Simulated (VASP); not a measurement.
# ZrCrSb3 (Pm-3m) in VASP: a series of runs

ZrCrSb3 is run at these levels: PBE; tasks: single point, relaxation of cell and atoms.

Program: VASP 6.6.1. These are calculated values, not measurements. Logs are shortened: lines on timing, memory, paths and dates and some standing lists are left out, and cuts for length are marked.

## (1) The cell of the first run

It takes space group Pm-3m (No. 221, cubic). The conventional cell has a = 4.729 Å, b = 4.729 Å, c = 4.729 Å, α = 90.00°, β = 90.00°, γ = 90.00°. Within 3.1 Å of Zr (site symmetry m-3m) lie 6 Sb at 2.36 Å. Within 4.4 Å of Cr (site symmetry m-3m) lie 12 Sb at 3.34 Å and 8 Zr at 4.10 Å. Within 3.1 Å of Sb (site symmetry 4/mmm) lie 2 Zr at 2.36 Å.

## (2) Single point, PBE, collinear spin, ferromagnetic start

The input, INCAR:

```
SYSTEM = ZrCrSb3
  PREC = Accurate
  ENCUT = 520
  EDIFF = 1E-7
  ISMEAR = 0
  SIGMA = 0.1
  LREAL = .False.
  LASPH = .True.
  NELM = 150
  ALGO = Normal
  ISIF = 2
  LWAVE = .False.
  LCHARG = .False.
  ISPIN = 2
  MAGMOM = 0 3 0 0 0
  LORBIT = 11
  LMAXMIX = 4
  GGA = PE
  NBANDS = 32
```

The input, KPOINTS:

```
Automatic mesh
0
Gamma
  4 4 4
  0 0 0
```

The input, POSCAR:

```
ZrCrSb3
1.0
    4.7289888308      0.0000000000      0.0000000000
    0.0000000000      4.7289888308      0.0000000000
    0.0000000000      0.0000000000      4.7289888308
Zr Cr Sb
1 1 3
Direct
    0.5000000000      0.5000000000      0.5000000000
    0.0000000000      0.0000000000      0.0000000000
    0.0000000000      0.5000000000      0.5000000000
    0.5000000000      0.0000000000      0.5000000000
    0.5000000000      0.5000000000      0.0000000000
```

Potentials or basis: VASP PAW PBE potentials, release 64 (Zr_sv, Cr_pv, Sb).

On the command line:

```bash
$ cat potpaw_PBE.64/Zr_sv/POTCAR potpaw_PBE.64/Cr_pv/POTCAR potpaw_PBE.64/Sb/POTCAR > POTCAR
$ mpirun -np 1 vasp_std > vasp.out
```

OUTCAR:

```text
SYSTEM = ZrCrSb3
   PREC = Accurate
   ENCUT = 520
   EDIFF = 1E-7
   ISMEAR = 0
   LREAL = .False.
   LASPH = .True.
   NELM = 150
   ISIF = 2
   ISPIN = 2
   LORBIT = 11
   GGA = PE

 ion  position               nearest neighbor table
   1  0.500  0.500  0.500-   3 2.36   4 2.36   5 2.36   5 2.36   4 2.36   3 2.36
   2  0.000  0.000  0.000-   3 3.34   4 3.34   5 3.34   3 3.34   4 3.34   3 3.34   5 3.34   3 3.34
                             4 3.34   5 3.34   4 3.34   5 3.34
   3  0.000  0.500  0.500-   1 2.36   1 2.36   4 3.34   5 3.34   2 3.34   5 3.34   2 3.34   4 3.34
                             2 3.34   2 3.34   4 3.34   5 3.34   5 3.34   4 3.34
   4  0.500  0.000  0.500-   1 2.36   1 2.36   3 3.34   5 3.34   2 3.34   5 3.34   2 3.34   3 3.34
                             5 3.34   5 3.34   2 3.34   3 3.34   2 3.34   3 3.34
   5  0.500  0.500  0.000-   1 2.36   1 2.36   3 3.34   4 3.34   2 3.34   3 3.34   4 3.34   2 3.34
                             4 3.34   4 3.34   2 3.34   3 3.34   3 3.34   2 3.34

  LATTYP: Found a simple cubic cell.
 ALAT       =     4.7289888308

  Lattice vectors:

 A1 = (   4.7289888308,   0.0000000000,   0.0000000000)
 A2 = (   0.0000000000,   4.7289888308,   0.0000000000)
 A3 = (   0.0000000000,   0.0000000000,   4.7289888308)

Analysis of symmetry for initial positions (statically):
=====================================================================
 Subroutine PRICEL returns:
 Original cell was already a primitive cell.

 Routine SETGRP: Setting up the symmetry group for a
 simple cubic supercell.

 Subroutine GETGRP returns: Found 48 space group operations
 (whereof 48 operations were pure point group operations)
 out of a pool of 48 trial point group operations.

The static configuration has the point symmetry O_h .

Analysis of symmetry for dynamics (positions and initial velocities):
=====================================================================
 Subroutine PRICEL returns:
 Original cell was already a primitive cell.

 Routine SETGRP: Setting up the symmetry group for a
 simple cubic supercell.

 Subroutine GETGRP returns: Found 48 space group operations
 (whereof 48 operations were pure point group operations)
 out of a pool of 48 trial point group operations.

The dynamic configuration has the point symmetry O_h .

Analysis of structural, dynamic, and magnetic symmetry:
=====================================================================
 Subroutine PRICEL returns:
 Original cell was already a primitive cell.

 Routine SETGRP: Setting up the symmetry group for a
 simple cubic supercell.

 Subroutine GETGRP returns: Found 48 space group operations
 (whereof 48 operations were pure point group operations)
 out of a pool of 48 trial point group operations.

The overall configuration has the point symmetry O_h .

 Subroutine INISYM returns: Found 48 space group operations
 (whereof 48 operations are pure point group operations),
 and found     1 'primitive' translations

----------------------------------------------------------------------------------------

                                     Primitive cell

  volume of cell :     105.7560

  direct lattice vectors                    reciprocal lattice vectors
     4.728988831  0.000000000  0.000000000     0.211461696  0.000000000  0.000000000
     0.000000000  4.728988831  0.000000000     0.000000000  0.211461696  0.000000000
     0.000000000  0.000000000  4.728988831     0.000000000  0.000000000  0.211461696

  length of vectors
     4.728988831  4.728988831  4.728988831     0.211461696  0.211461696  0.211461696

  position of ions in fractional coordinates (direct lattice)
     0.500000000  0.500000000  0.500000000
     0.000000000  0.000000000  0.000000000
     0.000000000  0.500000000  0.500000000
     0.500000000  0.000000000  0.500000000
     0.500000000  0.500000000  0.000000000

  ion indices of the primitive-cell ions
   primitive index   ion index
                 1           1
                 2           2
                 3           3
                 4           4
                 5           5

----------------------------------------------------------------------------------------

 KPOINTS: Automatic mesh

Automatic generation of k-mesh.
 Grid dimensions read from file:
 generate k-points for:    4    4    4

 Generating k-lattice:

[... 28 lines left out ...]
   k-points           NKPTS =     10   k-points in BZ     NKDIM =     10   number of bands    NBANDS=     32
   number of dos      NEDOS =    301   number of ions     NIONS =      5
   total plane-waves  NPLWV =  46656
   dimension x,y,z NGX =    36 NGY =   36 NGZ =   36
   dimension x,y,z NGXF=    72 NGYF=   72 NGZF=   72
   ions per type =               1   1   3
   NGX,Y,Z   is equivalent  to a cutoff of  12.66, 12.66, 12.66 a.u.
   NGXF,Y,Z  is equivalent  to a cutoff of  25.31, 25.31, 25.31 a.u.
 SYSTEM =  ZrCrSb3
   PREC   = accura    normal or accurate (medium, high low for compatibility)
   ISTART =      0    job   : 0-new  1-cont  2-samecut
   ICHARG =      2    charge: 1-file 2-atom 10-const
   ISPIN  =      2    spin polarized calculation?
   LNONCOLLINEAR =      F non collinear calculations
   LSORBIT =      F    spin-orbit coupling
   LASPH  =      T    aspherical Exc in radial PAW
   ENCUT  =  520.0 eV  38.22 Ry    6.18 a.u.   8.79  8.79  8.79*2*pi/ulx,y,z
   NELM   =    150;   NELMIN=  2; NELMDL= -5     # of ELM steps
   EDIFF  = 0.1E-06   stopping-criterion for ELM
   LREAL  =      F    real-space projection
   EDIFFG = 0.1E-05   stopping-criterion for IOM
   NSW    =      0    number of steps for IOM
   IBRION =     -1    ionic relax: 0-MD 1-quasi-New 2-CG
   NFREE  =      0    steps in history (QN), initial steepest desc. (CG)
   ISIF   =      2    stress and relaxation
   ISYM   =      2    0-nonsym 1-usesym 2-fastsym
   POTIM  = 0.5000    time-step for ionic-motion
   TEBEG  =    0.0;   TEEND  =   0.0 temperature during run
   PSTRESS=    0.0 pullay stress
   NELECT =      39.0000    total number of electrons
   NUPDOWN=      -1.0000    fix difference up-down
   EMIN   =  10.00;   EMAX   =-10.00  energy-range for DOS
   EFERMI =   0.00;   METHOD = LEGACY
   ISMEAR =     0;   SIGMA  =   0.10  broadening in eV -4-tet -1-fermi 0-gaus
   EFERMI_NEDOS =   21; number of points for ismear=-14 and -15
   IALGO  =     38    algorithm
   IMIX   =      4    mixing-type and parameters
     AMIX     =   0.40;   BMIX     =  1.00
     AMIX_MAG =   1.60;   BMIX_MAG =  1.00
  volume/ion in A,a.u.               =      21.15       142.74
  Fermi-wavevector in a.u.,A,eV,Ry     =   1.173982  2.218504 18.752006  1.378234
  Thomas-Fermi vector in A             =   2.310386
   LORBIT       =     11    0 simple, 1 ext, 2 COOP (PROOUT), +10 PAW based schemes
   GGA     = PE    functional components
   LHFCALC =     F    Hartree Fock is set to
   AEXX    =    0.0000 exact exchange contribution
   IVDW    =     0    specifies the selected vdW correction
   LEPSILON=     F    determine dielectric tensor
   LRPA    =     F    only Hartree local field effects (RPA)
 spin polarized calculation
 Gauss-broadening in eV      SIGMA  =   0.10
  energy-cutoff  :      520.00
  volume of cell :      105.76
 maximum number of plane-waves:      2897
 NGX is ok and might be reduce to    36
   NGX = 17   NGY = 17   NGZ = 17

 number of electron      39.0000019 magnetization       4.9265843

 Free energy of the ion-electron system (eV)
  ---------------------------------------------------
  ext. energy  EPLUGINS =         0.00000000
  ---------------------------------------------------
  free energy    TOTEN  =       -20.14468517 eV

  energy without entropy =      -20.11967108  energy(sigma->0) =      -20.13217812

 E-fermi :  10.0331     XC(G=0): -10.8788

 val. band max:       10.0296708435   @ k =   0.2500   0.2500   0.0000
 cond. band min:      10.1029844375   @ k =   0.2500   0.0000   0.0000
 fundamental gap:      0.0733135941
 Fermi energy:        10.0330870808

 spin component 1

 k-point     1 :       0.0000    0.0000    0.0000
  band No.  band energies     occupation
      1     -37.5832      1.00000
      2     -33.9690      1.00000
      3     -33.9690      1.00000
      4     -33.9690      1.00000
      5     -16.4107      1.00000
      6     -16.4107      1.00000
[... 329 lines left out ...]
     30      18.0062      0.00000
     31      18.0062      0.00000
 Fermi energy:        10.0330870808

 spin component 2

 k-point     1 :       0.0000    0.0000    0.0000
  band No.  band energies     occupation
      1     -37.5042      1.00000
      2     -29.9430      1.00000
      3     -29.9430      1.00000
      4     -29.9430      1.00000
      5     -16.3194      1.00000
      6     -16.3194      1.00000
[... 329 lines left out ...]
     30      18.2478      0.00000
     31      18.2478      0.00000
 [bands above 31 left out]

------------------------ aborting loop because EDIFF is reached ----------------------------------------

  FORCE on cell =-STRESS in cart. coord.  units (eV):
  Direction    XX          YY          ZZ          XY          YZ          ZX
  --------------------------------------------------------------------------------------
  -------------------------------------------------------------------------------------
  Total       35.2631122     35.2631122     35.2631122     -0.0000000     -0.0000000      0.0000000
  in kB      534.2276427    534.2276427    534.2276427     -0.0000000     -0.0000000      0.0000000
  external PRESSURE =     534.2276427 kB  Pullay stress =       0.0000000 kB

 VOLUME and BASIS-vectors are now :
 -----------------------------------------------------------------------------
  energy-cutoff  :      520.00
  volume of cell :      105.76
      direct lattice vectors                 reciprocal lattice vectors
     4.728988831  0.000000000  0.000000000     0.211461696  0.000000000  0.000000000
     0.000000000  4.728988831  0.000000000     0.000000000  0.211461696  0.000000000
     0.000000000  0.000000000  4.728988831     0.000000000  0.000000000  0.211461696

 POSITION                                       TOTAL-FORCE (eV/Angst)
 -----------------------------------------------------------------------------------
      2.36449      2.36449      2.36449         0.000000      0.000000      0.000000
      0.00000      0.00000      0.00000         0.000000      0.000000      0.000000
      0.00000      2.36449      2.36449         0.000000      0.000000      0.000000
      2.36449      0.00000      2.36449         0.000000      0.000000      0.000000
      2.36449      2.36449      0.00000         0.000000      0.000000      0.000000
 -----------------------------------------------------------------------------------
    total drift:                                0.000000      0.000000      0.000000

  FREE ENERGIE OF THE ION-ELECTRON SYSTEM (eV)
  ---------------------------------------------------
  free  energy   TOTEN  =       -20.1446851677 eV

  energy  without entropy=      -20.1196710774  energy(sigma->0) =      -20.13217812

 total charge

# of ion       s       p       d       tot
------------------------------------------
    1        2.284   6.110   2.835  11.228
    2        0.200   6.054   4.216  10.471
    3        1.219   1.357   0.090   2.666
    4        1.219   1.357   0.090   2.666
    5        1.219   1.357   0.090   2.666
--------------------------------------------------
tot          6.142  16.234   7.321  29.697

 magnetization (x)

# of ion       s       p       d       tot
------------------------------------------
    1        0.007   0.011   0.120   0.138
    2        0.113   0.024   3.976   4.113
    3        0.014  -0.007   0.005   0.012
    4        0.014  -0.007   0.005   0.012
    5        0.014  -0.007   0.005   0.012
--------------------------------------------------
tot          0.161   0.015   4.112   4.288
```

It took 1.8 min on 1 thread of Intel Xeon 6975P-C (Granite Rapids), shared host; peak memory 0.27 GiB.

Results:

| Item | Value |
| --- | --- |
| Free energy | -20.1447 eV |
| Pressure | 53.4 GPa |
| Net moment | 4.93 μB per cell |
| Site moments | Zr +0.14; Cr +4.11; Sb +0.01 μB |
| Valence electrons inside the program's atomic spheres | Zr 11.23; Cr 10.47; Sb 2.67 |

Levels at points of the mesh, in eV from the Fermi level:
Spin up:
```
           k point  band 19  band 20  band 21  band 22  band 23  band 24  band 25  band 26
(0.00, 0.00, 0.00)    -0.31    -0.10    -0.10    -0.10    -0.03    -0.03    -0.03     2.95
(0.50, 0.00, 0.00)    -1.14    -0.33    -0.33    -0.32     0.42     2.43     2.63     2.63
(0.50, 0.50, 0.00)    -1.31    -1.11    -0.70    -0.70    -0.15     0.61     2.08     3.71
(0.50, 0.50, 0.50)    -1.21    -1.08    -1.08    -1.08     2.25     2.25     2.25     3.53
```
Spin down:
```
           k point  band 13  band 14  band 15  band 16  band 17  band 18  band 19  band 20  band 21  band 22
(0.00, 0.00, 0.00)    -3.79    -0.48    -0.48    -0.48    -0.12    -0.12    -0.12     1.16     1.33     1.33
(0.50, 0.00, 0.00)    -3.56    -2.84    -2.84    -2.17    -2.17    -0.23     1.86     2.17     2.17     2.29
(0.50, 0.50, 0.00)    -3.52    -3.52    -3.34    -1.59    -1.59    -0.12     1.69     1.75     1.81     2.40
(0.50, 0.50, 0.50)    -6.01    -5.35    -3.32    -3.32    -0.50     2.34     2.34     2.52     2.52     2.52
```

Caveat: the cell stands under pressure; spin-orbit coupling is left out, which moves the levels of the heavy elements; a cell with one magnetic atom can't hold antiferromagnetic order, which such compounds often take.

(Continued in part 2 of 2.)
